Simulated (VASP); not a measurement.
# GaAs (F-43m) in VASP: notebook, part 2 of 2

VASP 6.6.1.

## Step 3: Single point, PBEsol

This run uses another cell than the first one, of 22.65 Å³/atom.

INCAR

```
SYSTEM = GaAs
PREC = Accurate ; ENCUT = 500
EDIFF = 1E-6 ; ISMEAR = 0
SIGMA = 0.02 ; LREAL = .False.
LASPH = .True. ; NELM = 120
ALGO = Normal ; ISIF = 2
LWAVE = .False. ; LCHARG = .True.
GGA = PS ; LELF = .True.
LVHAR = .True. ; NBANDS = 16
GGA_COMPAT = .False.
```

KPOINTS

```
regular mesh
0
Gamma
  12 12 12
  0 0 0
```

POSCAR

```
GaAs
1.0
    0.0000000000      2.8295279508      2.8295279508
    2.8295279508      0.0000000000      2.8295279508
    2.8295279508      2.8295279508      0.0000000000
Ga As
1 1
Direct
    0.0000000000      0.0000000000      0.0000000000
    0.2500000000      0.2500000000      0.2500000000
```

Potentials or basis: VASP PAW PBE potentials, release 64 (Ga_d, As).

On the command line:

```
$ cat potpaw_PBE.64/Ga_d/POTCAR potpaw_PBE.64/As/POTCAR > POTCAR
$ mpirun -np 1 vasp_std > vasp.out
```

OUTCAR:

```text
SYSTEM = GaAs
   PREC = Accurate
   ENCUT = 500
   EDIFF = 1E-6
   ISMEAR = 0
   LREAL = .False.
   LASPH = .True.
   NELM = 120
   ISIF = 2
   GGA = PS

 ion  position               nearest neighbor table
   1  0.000  0.000  0.000-   2 2.45   2 2.45   2 2.45   2 2.45
   2  0.250  0.250  0.250-   1 2.45   1 2.45   1 2.45   1 2.45

  LATTYP: Found a face centered cubic cell.
 ALAT       =     5.6590559016

  Lattice vectors:

 A1 = (   0.0000000000,   2.8295279508,   2.8295279508)
 A2 = (   2.8295279508,   0.0000000000,   2.8295279508)
 A3 = (   2.8295279508,   2.8295279508,   0.0000000000)

Analysis of symmetry for initial positions (statically):
=====================================================================
 Subroutine PRICEL returns:
 Original cell was already a primitive cell.

 Routine SETGRP: Setting up the symmetry group for a
 face centered cubic supercell.

 Subroutine GETGRP returns: Found 24 space group operations
 (whereof 24 operations were pure point group operations)
 out of a pool of 48 trial point group operations.

The static configuration has the point symmetry T_d .

Analysis of symmetry for dynamics (positions and initial velocities):
[... 163 lines left out ...]
 cond. band min:       4.2117717734   @ k =   0.0000   0.0000   0.0000
 fundamental gap:      0.4350527440
 Fermi energy:         3.9356544713

 k-point     1 :       0.0000    0.0000    0.0000
  band No.  band energies     occupation
      1     -10.9912      2.00000
      2     -10.9912      2.00000
      3     -10.9912      2.00000
      4     -10.9119      2.00000
      5     -10.9119      2.00000
      6      -8.9551      2.00000
[... 433 lines left out ...]
      3     -10.9646      2.00000
      4     -10.9127      2.00000
      5     -10.9091      2.00000
      6      -6.9974      2.00000
[... 8 lines left out ...]
     15      14.0857      0.00000
     16      14.7549      0.00000

 [... further k-points ...]

------------------------ aborting loop because EDIFF is reached ----------------------------------------

  FORCE on cell =-STRESS in cart. coord.  units (eV):
  Direction    XX          YY          ZZ          XY          YZ          ZX
  --------------------------------------------------------------------------------------
  -------------------------------------------------------------------------------------
  Total        0.0452858      0.0452858      0.0452858      0.0000000      0.0000000     -0.0000000
  in kB        1.6014030      1.6014030      1.6014030      0.0000000      0.0000000     -0.0000000
  external PRESSURE =       1.6014030 kB  Pullay stress =       0.0000000 kB

 VOLUME and BASIS-vectors are now :
 -----------------------------------------------------------------------------
  energy-cutoff  :      500.00
  volume of cell :       45.31
      direct lattice vectors                 reciprocal lattice vectors
     0.000000000  2.829527951  2.829527951    -0.176707920  0.176707920  0.176707920
     2.829527951  0.000000000  2.829527951     0.176707920 -0.176707920  0.176707920
     2.829527951  2.829527951  0.000000000     0.176707920  0.176707920 -0.176707920

 POSITION                                       TOTAL-FORCE (eV/Angst)
 -----------------------------------------------------------------------------------
      0.00000      0.00000      0.00000         0.000000      0.000000      0.000000
      1.41476      1.41476      1.41476        -0.000000     -0.000000     -0.000000
 -----------------------------------------------------------------------------------
    total drift:                               -0.000000     -0.000000      0.000000

  FREE ENERGIE OF THE ION-ELECTRON SYSTEM (eV)
  ---------------------------------------------------
  free  energy   TOTEN  =        -9.0924421214 eV

  energy  without entropy=       -9.0924421214  energy(sigma->0) =       -9.09244212
```

stdout:

```text
POSCAR found type information on POSCAR GaAs
 POSCAR found :  2 types and       2 ions
 scaLAPACK will be used
 -----------------------------------------------------------------------------
|                                                                             |
|                                                                             |
|     You enforced a specific xc type in the INCAR file but a different       |
|     I HOPE YOU KNOW WHAT YOU ARE DOING!                                     |
|                                                                             |
 -----------------------------------------------------------------------------

 LDA part: xc-table for (Slater+PW92), standard interpolation
 POSCAR, INCAR and KPOINTS ok, starting setup
 FFT: planning ... GRIDC
 FFT: planning ... GRID_SOFT
 FFT: planning ... GRID
 WAVECAR not read
 entering main loop
```

Wall time 92 s (1 thread of Intel Xeon 8259CL, shared host); peak memory 0.2 GiB.

Results:

```yaml
Free_energy: -9.0924 eV
Pressure: 0.2 GPa
Band_gap_on_the_k_mesh: 0.44 eV
```

Caveat: the PAW data sets were made with another functional, which shifts forces and pressure a little. A k mesh can miss the band edges.

## Step 4: Relaxation of cell and atoms, PBEsol

INCAR

```
  ALGO = Normal
  EDIFF = 1E-7
  EDIFFG = -0.01
  ENCUT = 500
  GGA = PS
  GGA_COMPAT = False
  IBRION = 2
  ISIF = 3
  ISMEAR = 0
  LASPH = True
  LCHARG = False
  LREAL = False
  LWAVE = False
  NELM = 120
  NELMIN = 4
  NSW = 80
  PREC = Accurate
  SIGMA = 0.02
```

KPOINTS

```
k-points
0
Gamma
  12 12 12
```

POSCAR

```
GaAs
1.0
    0.0000000000      2.8123935034      2.8123935034
    2.8123935034      0.0000000000      2.8123935034
    2.8123935034      2.8123935034      0.0000000000
Ga As
1 1
Direct
    0.0000000000      0.0000000000      0.0000000000
    0.2500000000      0.2500000000      0.2500000000
```

On the command line:

```
$ cat potpaw_PBE.64/Ga_d/POTCAR potpaw_PBE.64/As/POTCAR > POTCAR
$ mpirun -np 1 vasp_std > vasp.out
```

It took 2.9 min on 1 thread of Intel Xeon 8259CL, shared host; peak memory 0.2 GiB.

Results (log left out):

* Free energy: -9.0924 eV
* Relaxed volume: 22.71 Å³/atom
* Relaxed cell: a = 4.005 Å, b = 4.005 Å, c = 4.005 Å, α = 60.00°, β = 60.00°, γ = 60.00°
* Space group after relaxing (to 0.1 Å): F-43m (No. 216)
* Energy gained by relaxing: 2.1 meV/atom
* Ionic steps: 3
* Pressure after relaxing: 0.0 GPa
* Band gap on the k mesh: 0.42 eV

The path:
```csv
step,energy change (eV),largest force (eV/Å),pressure (GPa),volume (Å³)
1,0.0000,0.0000,1.47,44.49
2,-0.0034,0.0000,-0.61,45.82
3,-0.0042,0.0000,-0.02,45.41
```

Final structure:
```
Ga As
1.0
     0.00000    2.83168    2.83168
     2.83168    0.00000    2.83168
     2.83168    2.83168    0.00000
Ga As
1 1
Cartesian
  0.0000 0.0000 0.0000
  1.4158 1.4158 1.4158
```

Levels at points of the mesh, in eV from the valence-band top:
```csv
k point,band 7,band 8,band 9,band 10,band 11,band 12
"(0.00, 0.00, 0.00)",0.00,0.00,0.00,0.42,3.69,3.69
"(0.50, 0.00, 0.00)",-6.65,-1.14,-1.14,0.92,4.58,4.58
"(0.50, 0.50, 0.00)",-6.83,-2.68,-2.68,1.36,1.58,10.09
```

Caveat: the PAW data sets were made with another functional, which shifts forces and pressure a little. A k mesh can miss the band edges.

## Step 5: The runs side by side

```csv
task,cell,k mesh,smearing,gap on the mesh (eV),pressure (GPa)
single point,"a = 3.977 Å, angles 60.0°, 2 atoms",6 × 6 × 6,gaussian 0.1 eV,0.57,1.5
single point,"a = 4.002 Å, angles 60.0°, 2 atoms",12 × 12 × 12,gaussian 0.02 eV,0.44,0.2
relaxation of cell and atoms,"relaxed from a = 3.977 Å, angles 60.0°, 2 atoms",12 × 12 × 12,gaussian 0.02 eV,0.42,0.0
```

Alike in all rows: level PBEsol; potentials or basis VASP PAW PBE potentials, release 64 (Ga_d, As); no spin polarisation; cutoff (eV) 500.

Caveats: the PAW data sets were made with another functional, which shifts forces and pressure a little.

Total energies depend on the potentials used, so only differences within one code and one set of settings carry meaning.
